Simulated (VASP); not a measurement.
Set up this calculation in VASP 6.6.1, as the native input.

```
Task                   : relaxation of cell and atoms
Functional             : revPBE
Dispersion             : D4
Potentials or basis    : VASP PAW PBE potentials, release 64 (Eu, S)
Cutoff                 : 600 eV
k mesh                 : 8 × 8 × 8
Occupations            : fermi-dirac, width 0.05 eV
Spin                   : collinear spin, ferromagnetic start
Starting moments       : [7.0, 0.0] μB
Dipole correction      : no
Further INCAR settings : ALGO = Normal; EDIFF = 1e-07; IBRION = 2; EDIFFG = -0.01; NSW = 60; ISIF = 3
```

The structure of EuS lies in POSCAR:

```
EuS
1.0
    0.0000000000      2.9785000000      2.9785000000
    2.9785000000      0.0000000000      2.9785000000
    2.9785000000      2.9785000000      0.0000000000
Eu S
1 1
Direct
    0.0000000000      0.0000000000      0.0000000000
    0.5000000000      0.5000000000      0.5000000000
```

One way to write it, as run:

INCAR

```
PREC = Accurate
ENCUT = 600
EDIFF = 1E-7
ISMEAR = -1
SIGMA = 0.05
LREAL = F
LASPH = T
NELM = 200
ALGO = Normal
ISIF = 3
LWAVE = F
LCHARG = F
ISPIN = 2
MAGMOM = 7 0
LORBIT = 11
LMAXMIX = 6
GGA = RE
IVDW = 13
IBRION = 2
NSW = 60
EDIFFG = -0.01
GGA_COMPAT = F
NELMIN = 4
```

KPOINTS

```
Automatic mesh
0
Gamma
  8 8 8
```

Potentials or basis: VASP PAW PBE potentials, release 64 (Eu, S).

Run with:

```sh
$ cat potpaw_PBE.64/Eu/POTCAR potpaw_PBE.64/S/POTCAR > POTCAR
$ mpirun -np 1 vasp_std > vasp.out
```

It gave:

| Quantity | Value |
| --- | --- |
| Relaxed volume | 24.09 Å³/atom |
| Relaxed cell | a = 4.084 Å, b = 4.084 Å, c = 4.084 Å, α = 60.00°, β = 60.00°, γ = 60.00° |
| Space group after relaxing (to 0.1 Å) | Fm-3m (No. 225) |
| Energy gained by relaxing | 32.0 meV/atom |
| Ionic steps | 3 |
| Pressure after relaxing | 0.0 GPa |
| Band gap on the k mesh | zero (filled and empty bands overlap) |
| Net moment | -6.96 μB per cell |
| Site moments | Eu -6.56; S +0.08 μB |
| Valence electrons inside the program's atomic spheres | Eu 14.79; S 3.79 |
| Dispersion energy per atom | -0.480 eV |

Caveat: the PAW data sets were made with another functional, which shifts forces and pressure a little; spin-orbit coupling is left out, which moves the levels of the heavy elements; a cell with one magnetic atom can't hold antiferromagnetic order, which such compounds often take; semilocal functionals describe open f shells poorly, which spoils levels, moments and volumes.

It took 3.4 min on 1 thread of Intel(R) Xeon(R) 6975P-C (Granite Rapids), on a shared host, peak memory 0.29 GiB.
